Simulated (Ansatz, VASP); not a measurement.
**Sb in VASP and in Ansatz**

```xyz
2
Lattice="3.1224 0.0000 0.0000 0.0000 4.3475 0.0000 -0.0389 0.0000 4.4059" Properties=species:S:1:pos:R:3 pbc="T T T"
Sb    0.0262    1.0869    1.0625
Sb    3.0573    3.2606    3.3433
```

Alike in both runs: functional LDA; k mesh 9 × 6 × 6; occupations fermi-dirac, width 0.05 eV; no spin polarisation.

|  | VASP | Ansatz |
| --- | --- | --- |
| version | VASP 6.6.1 | Ansatz 0.2.0 |
| potentials or method | VASP PAW LDA potentials, release 64 (Sb) | Ansatz PAW |
| plane-wave cutoff (eV) | 520 | 420 |
| valence electrons in the cell | 10 | 30 |
| task | single point | band structure |

```csv
,VASP,Ansatz,Ansatz less VASP
gap on the k mesh at the Fermi level (eV),none,none,-
pressure (GPa),-3.2,-3.3,-0.14
"traceless stress, the component that is largest in VASP (GPa)",0.35,0.39,+0.034
rms of the force components (eV/Å),0.025,0.022,-0.0035
```

LDA's correlation is that of Perdew and Zunger in VASP and of Perdew and Wang (1992) in Ansatz. Atom by atom the forces differ by 0.008 eV/Å (rms over components). A gap of «none» marks a metal or a gap that the smearing closes. VASP's potentials hold 10 valence electrons a cell and Ansatz's 30, so a difference there can come from the potentials and not from the codes.

Neither program's run includes spin-orbit coupling.
